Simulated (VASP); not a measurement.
## TePb: single point with r2SCAN

The system is TePb.

```xyz
2
Lattice="0.0000 3.2011 3.2011 3.2011 0.0000 3.2011 3.2011 3.2011 0.0000" Properties=species:S:1:pos:R:3 pbc="T T T"
Pb    0.0000    0.0000    0.0000
Te    3.2011    3.2011    3.2011
```

- Program: VASP 6.6.1
- Task: single point
- Functional: r2SCAN
- Potentials or basis: VASP PAW PBE potentials, release 64 (Pb_d, Te)
- Cutoff: 520 eV
- k mesh: 6 × 6 × 6
- Occupations: gaussian, width 0.01 eV
- Spin: no spin polarisation
- Dipole correction: no
- Further INCAR settings: ALGO = Normal; EDIFF = 1e-06; NBANDS = 17

- Pressure: 3.0 GPa
- Band gap on the k mesh: 0.95 eV

Levels at points of the mesh, in eV from the valence-band top:
| k point | band 7 | band 8 | band 9 | band 10 | band 11 | band 12 | band 13 | band 14 |
| --- | --- | --- | --- | --- | --- | --- | --- | --- |
| (0.00, 0.00, 0.00) | -5.57 | -1.63 | -1.63 | -1.63 | 4.36 | 4.36 | 4.36 | 6.09 |
| (0.50, 0.00, 0.00) | -9.08 | -1.13 | -1.13 | 0.00 | 0.95 | 1.32 | 1.32 | 8.97 |
| (0.50, 0.50, 0.00) | -7.57 | -4.95 | -3.16 | -3.16 | 3.44 | 5.91 | 5.91 | 7.33 |

Wall time 60 s on 1 thread of Intel(R) Xeon(R) Platinum 8259CL CPU @ 2.50GHz (Skylake/Cascade Lake) (shared host), peak memory 0.22 GiB.

Caveat: the cell stands under pressure; the PAW data sets were made with another functional, which shifts forces and pressure a little; spin-orbit coupling is left out, which moves the levels of the heavy elements. A k mesh can miss the band edges.
